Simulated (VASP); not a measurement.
# Si (a cell with a defect) in VASP: notebook

Si (a cell with a defect) is run at these levels: PBEsol; tasks: relaxation of the atoms.

All numbers are computed with VASP 6.6.1; they aren't measurements. Logs are shortened: lines on timing, memory, paths and dates and some standing lists are left out, and cuts for length are marked.

## 1. The cell of the first run

The cell holds a defect, 17 atoms: a = 7.679 Å, b = 7.679 Å, c = 7.679 Å, α = 60.00°, β = 60.00°, γ = 60.00°.

## 2. Relaxation of the atoms, PBEsol

INCAR

```
PREC = Accurate ; ENCUT = 520
EDIFF = 1E-7 ; ISMEAR = 0
SIGMA = 0.05 ; LREAL = Auto
LASPH = T ; NELM = 100
ALGO = Normal ; ISIF = 2
LWAVE = F ; LCHARG = F
GGA = PS ; IBRION = 2
NSW = 80 ; EDIFFG = -0.03
```

KPOINTS

```
regular mesh
0
Gamma
  2 2 2
```

POSCAR

```
Si
1.0
    0.0000000000      5.4300000000      5.4300000000
    5.4300000000      0.0000000000      5.4300000000
    5.4300000000      5.4300000000      0.0000000000
Si
17
Direct
    0.0000000000      0.0000000000      0.0000000000
    0.1250000000      0.1250000000      0.1250000000
    0.0000000000      0.0000000000      0.5000000000
    0.1250000000      0.1250000000      0.6250000000
    0.0000000000      0.5000000000      0.0000000000
    0.1250000000      0.6250000000      0.1250000000
    0.0000000000      0.5000000000      0.5000000000
    0.1250000000      0.6250000000      0.6250000000
    0.5000000000      0.0000000000      0.0000000000
    0.6250000000      0.1250000000      0.1250000000
    0.5000000000      0.0000000000      0.5000000000
    0.6250000000      0.1250000000      0.6250000000
    0.5000000000      0.5000000000      0.0000000000
    0.6250000000      0.6250000000      0.1250000000
    0.5000000000      0.5000000000      0.5000000000
    0.6250000000      0.6250000000      0.6250000000
    0.3744947500      0.3694103800      0.3837510600
```

Potentials or basis: VASP PAW PBE potentials, release 64 (Si).

Run with:

```
$ cat potpaw_PBE.64/Si/POTCAR > POTCAR
$ mpirun -np 1 vasp_std > vasp.out
```

OUTCAR:

```text
PREC = Accurate
   ENCUT = 520
   EDIFF = 1E-7
   ISMEAR = 0
   LREAL = Auto
   LASPH = T
   NELM = 100
   ISIF = 2
   GGA = PS
   IBRION = 2
   NSW = 80
   EDIFFG = -0.03

 ion  position               nearest neighbor table
   1  0.000  0.000  0.000-   2 2.35   4 2.35   6 2.35  10 2.35
   2  0.125  0.125  0.125-   1 2.35   3 2.35   5 2.35   9 2.35
   3  0.000  0.000  0.500-   2 2.35   4 2.35   8 2.35  12 2.35
   4  0.125  0.125  0.625-   1 2.35   3 2.35   7 2.35  11 2.35  17 2.68
   5  0.000  0.500  0.000-   2 2.35   6 2.35   8 2.35  14 2.35
   6  0.125  0.625  0.125-   1 2.35   5 2.35   7 2.35  13 2.35  17 2.76
   7  0.000  0.500  0.500-  17 2.35   6 2.35   8 2.35  16 2.35   4 2.35
   8  0.125  0.625  0.625-   3 2.35   5 2.35   7 2.35  15 2.35  17 2.70
   9  0.500  0.000  0.000-   2 2.35  10 2.35  12 2.35  14 2.35
  10  0.625  0.125  0.125-   1 2.35   9 2.35  11 2.35  13 2.35  17 2.73
  11  0.500  0.000  0.500-  17 2.32  10 2.35  12 2.35  16 2.35   4 2.35
  12  0.625  0.125  0.625-   3 2.35   9 2.35  11 2.35  15 2.35  17 2.67
  13  0.500  0.500  0.000-   6 2.35  10 2.35  14 2.35  16 2.35  17 2.41
  14  0.625  0.625  0.125-   5 2.35   9 2.35  13 2.35  15 2.35  17 2.75
  15  0.500  0.500  0.500-  17 2.34  12 2.35  14 2.35  16 2.35   8 2.35
  16  0.625  0.625  0.625-   7 2.35  11 2.35  13 2.35  15 2.35
  17  0.374  0.369  0.384-  11 2.32  15 2.34   7 2.35  13 2.41  12 2.67   4 2.68   8 2.70  10 2.73
                            14 2.75   6 2.76

  LATTYP: Found a face centered cubic cell.
 ALAT       =    10.8600000000

  Lattice vectors:

 A1 = (   0.0000000000,   5.4300000000,   5.4300000000)
 A2 = (   5.4300000000,   0.0000000000,   5.4300000000)
 A3 = (   5.4300000000,   5.4300000000,   0.0000000000)

Analysis of symmetry for initial positions (statically):
=====================================================================
 Subroutine PRICEL returns:
 Original cell was already a primitive cell.

 Routine SETGRP: Setting up the symmetry group for a
 face centered cubic supercell.

 Subroutine GETGRP returns: Found  1 space group operations
 (whereof  1 operations were pure point group operations)
 out of a pool of 48 trial point group operations.

The static configuration has the point symmetry C_1 .

Analysis of symmetry for dynamics (positions and initial velocities):
=====================================================================
 Subroutine PRICEL returns:
 Original cell was already a primitive cell.

 Routine SETGRP: Setting up the symmetry group for a
 face centered cubic supercell.

 Subroutine GETGRP returns: Found  1 space group operations
 (whereof  1 operations were pure point group operations)
 out of a pool of 48 trial point group operations.

The dynamic configuration has the point symmetry C_1 .

 Subroutine INISYM returns: Found  1 space group operations
 (whereof  1 operations are pure point group operations),
 and found     1 'primitive' translations

----------------------------------------------------------------------------------------

                                     Primitive cell

  volume of cell :     320.2060

  direct lattice vectors                    reciprocal lattice vectors
     0.000000000  5.430000000  5.430000000    -0.092081031  0.092081031  0.092081031
     5.430000000  0.000000000  5.430000000     0.092081031 -0.092081031  0.092081031
     5.430000000  5.430000000  0.000000000     0.092081031  0.092081031 -0.092081031

  length of vectors
     7.679179644  7.679179644  7.679179644     0.159489025  0.159489025  0.159489025

  position of ions in fractional coordinates (direct lattice)
     0.000000000  0.000000000  0.000000000
     0.125000000  0.125000000  0.125000000
     0.000000000  0.000000000  0.500000000
     0.125000000  0.125000000  0.625000000
     0.000000000  0.500000000  0.000000000
     0.125000000  0.625000000  0.125000000
[... 9 lines left out ...]
     0.625000000  0.625000000  0.625000000
     0.374494750  0.369410380  0.383751060

  ion indices of the primitive-cell ions
   primitive index   ion index
                 1           1
                 2           2
                 3           3
                 4           4
                 5           5
                 6           6
[... 9 lines left out ...]
                16          16
                17          17

----------------------------------------------------------------------------------------

 KPOINTS: regular mesh

Automatic generation of k-mesh.
 Grid dimensions read from file:
 generate k-points for:    2    2    2

 Generating k-lattice:

  Cartesian coordinates                     Fractional coordinates (reciprocal lattice)
    -0.046040516  0.046040516  0.046040516     0.500000000  0.000000000  0.000000000
     0.046040516 -0.046040516  0.046040516     0.000000000  0.500000000  0.000000000
     0.046040516  0.046040516 -0.046040516     0.000000000  0.000000000  0.500000000

  Length of vectors
     0.079744512  0.079744512  0.079744512

  Shift w.r.t. Gamma in fractional coordinates (k-lattice)
     0.000000000  0.000000000  0.000000000

 Subroutine IBZKPT returns following result:
 ===========================================

 Found      8 irreducible k-points:

 Following reciprocal coordinates:
            Coordinates               Weight
  0.000000  0.000000  0.000000      1.000000
  0.500000  0.000000  0.000000      1.000000
  0.000000  0.500000  0.000000      1.000000
  0.000000  0.000000  0.500000      1.000000
  0.500000  0.500000  0.500000      1.000000
  0.500000  0.500000  0.000000      1.000000
  0.000000  0.500000  0.500000      1.000000
  0.500000  0.000000  0.500000      1.000000
   k-points           NKPTS =      8   k-points in BZ     NKDIM =      8   number of bands    NBANDS=     43
   number of dos      NEDOS =    301   number of ions     NIONS =     17
   total plane-waves  NPLWV = 216000
   dimension x,y,z NGX =    60 NGY =   60 NGZ =   60
   dimension x,y,z NGXF=   120 NGYF=  120 NGZF=  120
   ions per type =              17
   NGX,Y,Z   is equivalent  to a cutoff of  12.99, 12.99, 12.99 a.u.
   NGXF,Y,Z  is equivalent  to a cutoff of  25.98, 25.98, 25.98 a.u.
 SYSTEM =  unknown system
   PREC   = accura    normal or accurate (medium, high low for compatibility)
   ISTART =      0    job   : 0-new  1-cont  2-samecut
   ICHARG =      2    charge: 1-file 2-atom 10-const
   ISPIN  =      1    spin polarized calculation?
   LNONCOLLINEAR =      F non collinear calculations
   LSORBIT =      F    spin-orbit coupling
   LASPH  =      T    aspherical Exc in radial PAW
   ENCUT  =  520.0 eV  38.22 Ry    6.18 a.u.  14.28 14.28 14.28*2*pi/ulx,y,z
   NELM   =    100;   NELMIN=  2; NELMDL= -5     # of ELM steps
   EDIFF  = 0.1E-06   stopping-criterion for ELM
   LREAL  =      T    real-space projection
   EDIFFG = -.3E-01   stopping-criterion for IOM
   NSW    =     80    number of steps for IOM
   IBRION =      2    ionic relax: 0-MD 1-quasi-New 2-CG
   NFREE  =      1    steps in history (QN), initial steepest desc. (CG)
   ISIF   =      2    stress and relaxation
   ISYM   =      2    0-nonsym 1-usesym 2-fastsym
   POTIM  = 0.5000    time-step for ionic-motion
   TEBEG  =    0.0;   TEEND  =   0.0 temperature during run
   PSTRESS=    0.0 pullay stress
   NELECT =      68.0000    total number of electrons
   NUPDOWN=      -1.0000    fix difference up-down
   EMIN   =  10.00;   EMAX   =-10.00  energy-range for DOS
   EFERMI =   0.00;   METHOD = LEGACY
   ISMEAR =     0;   SIGMA  =   0.05  broadening in eV -4-tet -1-fermi 0-gaus
   EFERMI_NEDOS =   21; number of points for ismear=-14 and -15
   IALGO  =     38    algorithm
   IMIX   =      4    mixing-type and parameters
     AMIX     =   0.40;   BMIX     =  1.00
     AMIX_MAG =   1.60;   BMIX_MAG =  1.00
  volume/ion in A,a.u.               =      18.84       127.11
  Fermi-wavevector in a.u.,A,eV,Ry     =   0.976715  1.845724 12.979587  0.953973
  Thomas-Fermi vector in A             =   2.107356
   LORBIT       =      0    0 simple, 1 ext, 2 COOP (PROOUT), +10 PAW based schemes
   GGA     = PS    functional components
   LHFCALC =     F    Hartree Fock is set to
   AEXX    =    0.0000 exact exchange contribution
   IVDW    =     0    specifies the selected vdW correction
   LEPSILON=     F    determine dielectric tensor
   LRPA    =     F    only Hartree local field effects (RPA)
 conjugate gradient relaxation of ions
 non-spin polarized calculation
 Gauss-broadening in eV      SIGMA  =   0.05
  energy-cutoff  :      520.00
  volume of cell :      320.21
 maximum number of plane-waves:      8646
 NGX is ok and might be reduce to    60
   NGX = 29   NGY = 29   NGZ = 29

--------------------------------------- Ionic step        1  -------------------------------------------

 number of electron      68.0000004 magnetization

 Free energy of the ion-electron system (eV)
  ---------------------------------------------------
  ext. energy  EPLUGINS =         0.00000000
  ---------------------------------------------------
  free energy    TOTEN  =       -93.79697176 eV

  energy without entropy =      -93.78733161  energy(sigma->0) =      -93.79215168

------------------------ aborting loop because EDIFF is reached ----------------------------------------

  FORCE on cell =-STRESS in cart. coord.  units (eV):
  Direction    XX          YY          ZZ          XY          YZ          ZX
  --------------------------------------------------------------------------------------
  -------------------------------------------------------------------------------------
  Total        7.9730336      7.9900798      7.9802924     -0.4081723      0.1958465      0.5583903
  in kB       39.8937346     39.9790267     39.9300544     -2.0423238      0.9799341      2.7939520
  external PRESSURE =      39.9342719 kB  Pullay stress =       0.0000000 kB

 VOLUME and BASIS-vectors are now :
 -----------------------------------------------------------------------------
  energy-cutoff  :      520.00
  volume of cell :      320.21
      direct lattice vectors                 reciprocal lattice vectors
     0.000000000  5.430000000  5.430000000    -0.092081031  0.092081031  0.092081031
     5.430000000  0.000000000  5.430000000     0.092081031 -0.092081031  0.092081031
     5.430000000  5.430000000  0.000000000     0.092081031  0.092081031 -0.092081031
[... 273 lines left out ...]
      6.79168      6.79855      6.77936        -0.003373     -0.012133      0.008374
      4.07917      4.08866      4.06047        -0.012726     -0.028560      0.021861
 -----------------------------------------------------------------------------------
    total drift:                               -0.001589     -0.000493      0.000590

  FREE ENERGIE OF THE ION-ELECTRON SYSTEM (eV)
  ---------------------------------------------------
  free  energy   TOTEN  =       -93.9278090482 eV

  energy  without entropy=      -93.9161294072  energy(sigma->0) =      -93.92196923

--------------------------------------- Ionic step        7  -------------------------------------------

 number of electron      68.0000000 magnetization

 Free energy of the ion-electron system (eV)
  ---------------------------------------------------
  ext. energy  EPLUGINS =         0.00000000
  ---------------------------------------------------
  free energy    TOTEN  =       -93.92786498 eV

  energy without entropy =      -93.91620687  energy(sigma->0) =      -93.92203593

 E-fermi :   6.7911     XC(G=0):  -9.8062

 val. band max:        6.5674284904   @ k =   0.0000   0.0000   0.0000
 cond. band min:       6.8121561857   @ k =   0.0000   0.5000   0.5000
 fundamental gap:      0.2447276953
 Fermi energy:         6.7911185770

 k-point     1 :       0.0000    0.0000    0.0000
  band No.  band energies     occupation
      1      -6.3876      2.00000
      2      -3.8311      2.00000
      3      -3.6826      2.00000
      4      -3.6820      2.00000
      5      -3.6799      2.00000
      6      -2.8747      2.00000
[... 383 lines left out ...]
      2.70794      2.70861      0.00666         0.012071      0.008278     -0.009418
      4.07237      4.07323      1.32371        -0.007823      0.001653      0.008758
      2.71044      0.00603      2.70919        -0.004680     -0.003565      0.002534
      4.07305      1.32552      4.07178         0.008881      0.006471     -0.006839
[... 9 lines left out ...]
      6.79184      6.79833      6.77945        -0.005100     -0.003141      0.002571
      4.07862      4.08721      4.06156        -0.009963     -0.016011      0.012278
 -----------------------------------------------------------------------------------
    total drift:                               -0.002758     -0.000550      0.000989

  FREE ENERGIE OF THE ION-ELECTRON SYSTEM (eV)
  ---------------------------------------------------
  free  energy   TOTEN  =       -93.9278649833 eV

  energy  without entropy=      -93.9162068726  energy(sigma->0) =      -93.92203593

 reached required accuracy - stopping structural energy minimisation
```

Run time: 7.7 min. Hardware: 1 thread of Intel Xeon 6975P-C (Granite Rapids), shared host; peak memory 0.54 GiB.

Results:

* Free energy: -93.9279 eV
* Energy gained by relaxing: 7.7 meV/atom
* Ionic steps: 7
* Pressure after relaxing: 3.5 GPa
* Largest force after relaxing: 0.023 eV/Å
* Band gap on the k mesh: zero (bands 34 and 35 overlap by 0.25 eV)

Forces in eV/Å, atoms in the order of the input:
```
Si  -0.004 -0.006  0.003
Si   0.000 -0.002  0.001
Si   0.012  0.008 -0.009
Si  -0.008  0.002  0.009
Si  -0.005 -0.004  0.003
Si   0.009  0.006 -0.007
Si   0.010  0.004 -0.013
Si  -0.008 -0.002  0.005
Si  -0.006 -0.003  0.007
Si   0.007  0.012 -0.013
Si   0.011  0.003 -0.001
Si  -0.005 -0.009 -0.001
Si  -0.013 -0.010  0.011
Si   0.011  0.008 -0.006
Si   0.006  0.011 -0.005
Si  -0.005 -0.003  0.003
Si  -0.010 -0.016  0.012
```

The path:
| step | energy change (eV) | largest force (eV/Å) | pressure (GPa) |
| --- | --- | --- | --- |
| 1 | 0.0000 | 1.0852 | 3.99 |
| 2 | -0.1257 | 0.1507 | 3.51 |
| 3 | -0.1266 | 0.1592 | 3.47 |
| 4 | -0.1299 | 0.0818 | 3.48 |
| 5 | -0.1301 | 0.0904 | 3.47 |
| 6 | -0.1308 | 0.0382 | 3.48 |
| 7 | -0.1309 | 0.0225 | 3.49 |

Final structure:
```cif
data_structure
_symmetry_space_group_name_H-M 'P 1'
_symmetry_Int_Tables_number 1
_cell_length_a 7.6792
_cell_length_b 7.6792
_cell_length_c 7.6792
_cell_angle_alpha 60.000
_cell_angle_beta 60.000
_cell_angle_gamma 60.000
_cell_volume 320.21
loop_
_atom_site_label
_atom_site_type_symbol
_atom_site_fract_x
_atom_site_fract_y
_atom_site_fract_z
_atom_site_occupancy
Si1 Si 0.00048 0.00038 0.00072 1
Si2 Si 0.12501 0.12506 0.12489 1
Si3 Si 0.00068 0.00055 0.49815 1
Si4 Si 0.12197 0.12181 0.62817 1
Si5 Si 0.00044 0.49849 0.00067 1
Si6 Si 0.12194 0.62793 0.12217 1
Si7 Si 0.99342 0.50227 0.50208 1
Si8 Si 0.12195 0.62801 0.62814 1
Si9 Si 0.49837 0.00041 0.00076 1
Si10 Si 0.62801 0.12181 0.12219 1
Si11 Si 0.50266 0.99216 0.50248 1
Si12 Si 0.62809 0.12182 0.62818 1
Si13 Si 0.50144 0.50145 0.99566 1
Si14 Si 0.62799 0.62794 0.12218 1
Si15 Si 0.50240 0.50246 0.50224 1
Si16 Si 0.62486 0.62366 0.62714 1
Si17 Si 0.37478 0.37320 0.37793 1
```

Levels at points of the mesh, in eV from the Fermi level:
| k point | band 31 | band 32 | band 33 | band 34 | band 35 | band 36 | band 37 | band 38 |
| --- | --- | --- | --- | --- | --- | --- | --- | --- |
| (0.00, 0.00, 0.00) | -0.76 | -0.76 | -0.76 | -0.24 | -0.23 | -0.22 | 0.05 | 0.05 |
| (0.50, 0.00, 0.00) | -1.50 | -1.35 | -1.35 | -0.32 | 0.51 | 0.54 | 0.88 | 0.88 |
| (0.00, 0.50, 0.00) | -1.50 | -1.35 | -1.35 | -0.32 | 0.52 | 0.54 | 0.88 | 0.88 |
| (0.00, 0.00, 0.50) | -1.50 | -1.35 | -1.35 | -0.32 | 0.52 | 0.53 | 0.88 | 0.88 |
| (0.50, 0.50, 0.50) | -1.50 | -1.35 | -1.35 | -0.32 | 0.51 | 0.54 | 0.88 | 0.88 |
| (0.50, 0.50, 0.00) | -1.95 | -1.81 | -0.96 | 0.02 | 0.72 | 1.05 | 1.05 | 1.15 |
| (0.00, 0.50, 0.50) | -1.95 | -1.81 | -0.96 | 0.02 | 0.72 | 1.05 | 1.05 | 1.15 |
| (0.50, 0.00, 0.50) | -1.95 | -1.81 | -0.96 | 0.02 | 0.72 | 1.05 | 1.05 | 1.15 |

Caveat: the k points lie up to 0.50 Å⁻¹ apart; the PAW data sets were made with another functional, which shifts forces and pressure a little.

(Part 1 of 2 ends here.)
